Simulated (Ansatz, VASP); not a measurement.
## Two plane-wave programs on CdS

The input POSCAR:

```
CdS
1.0
    4.1969590873      0.0000000000      0.0000000000
   -2.0984795437      3.6346731883      0.0000000000
    0.0000000000      0.0000000000      6.8279106676
Cd S
2 2
Direct
    0.3333333333      0.6666666667     -0.0008015542
    0.6666666667      0.3333333333      0.4991984458
    0.3333333333      0.6666666667      0.3758015542
    0.6666666667      0.3333333333      0.8758015542
```

File INCAR.step1:

```
SYSTEM = CdS
PREC = Accurate
ENCUT = 520
ISMEAR = 0
SIGMA = 0.02
LREAL = .False.
LASPH = .True.
NELM = 60
NBANDS = 26
GGA = PE
ALGO = Normal
EDIFF = 1E-4
LWAVE = .True.
LCHARG = .False.
```

Contents of INCAR.step2:

```
SYSTEM = CdS
PREC = Accurate
ENCUT = 520
EDIFF = 1E-6
ISMEAR = 0
SIGMA = 0.02
LREAL = .False.
LASPH = .True.
NELM = 60
ALGO = Normal
ISIF = 2
LWAVE = .False.
LCHARG = .True.
METAGGA = R2SCAN
LMIXTAU = .True.
LELF = .True.
LVHAR = .True.
NBANDS = 26
ISTART = 1
```

Contents of KPOINTS:

```
Automatic mesh
0
Gamma
  6 6 4
  0 0 0
```

Input for Ansatz:

```yaml
crystal:
  lattice:
    - [4.1969590873, 0.0, 0.0]
    - [-2.0984795437, 3.6346731883, 0.0]
    - [0.0, 0.0, 6.8279106676]
  atoms:
    - { symbol: Cd, position: [0.3333333333, 0.6666666667, -0.0008015542] }
    - { symbol: Cd, position: [0.6666666667, 0.3333333333, 0.4991984458] }
    - { symbol: S, position: [0.3333333333, 0.6666666667, 0.3758015542] }
    - { symbol: S, position: [0.6666666667, 0.3333333333, 0.8758015542] }
basis:
  ecutwfc: 500
kpoints:
  mp_grid: { grid: [6, 6, 4] }
  band_path:
    path:
      - [[0.0, 0.0, 0.0], [0.5, 0.0, 0.0], [0.33333333, 0.33333333, 0.0], [0.0, 0.0, 0.0], [0.0, 0.0, 0.5], [0.5, 0.0, 0.5], [0.33333333, 0.33333333, 0.5], [0.0, 0.0, 0.5]]
      - [[0.5, 0.0, 0.5], [0.5, 0.0, 0.0]]
      - [[0.33333333, 0.33333333, 0.5], [0.33333333, 0.33333333, 0.0]]
    npoints: 14
hamiltonian:
  xc: r2scan
scf:
  occupations: { method: gaussian, width: 0.02 }
  n_extra_bands: 10
output:
  forces: true
  stress: true
  eigenvalues: true
  populations: true
  dos: { projected: true, de: 0.02, nscf_kmesh: { grid: [9, 9, 6] } }
  bader: true
  write_density: true
  write_potential: true
  elf: true
  volumetric_format: npy
```

Alike in both runs: task single point; functional r2SCAN; k mesh 6 × 6 × 4; occupations gaussian, width 0.02 eV; no spin polarisation.

|  | VASP | Ansatz |
| --- | --- | --- |
| version | VASP 6.6.1 | Ansatz 0.2.0 |
| potentials or method | VASP PAW PBE potentials, release 64 (Cd, S), cutoff 520 eV | scalar-relativistic, plane waves, PAW |
| valence electrons in the cell | 36 | 52 |

|  | VASP | Ansatz | Ansatz less VASP |
| --- | --- | --- | --- |
| gap on the k mesh at the Fermi level (eV) | 1.56 | 1.57 | +0.006 |
| least direct gap on the mesh (eV) | 1.56 | 1.57 | +0.006 |
| pressure (GPa) | -1.1 | -1.4 | -0.28 |

VASP's potentials were made for PBE, not for r2SCAN. VASP's potentials hold 36 valence electrons a cell and Ansatz's 52, so a difference there can come from the potentials and not from the codes.
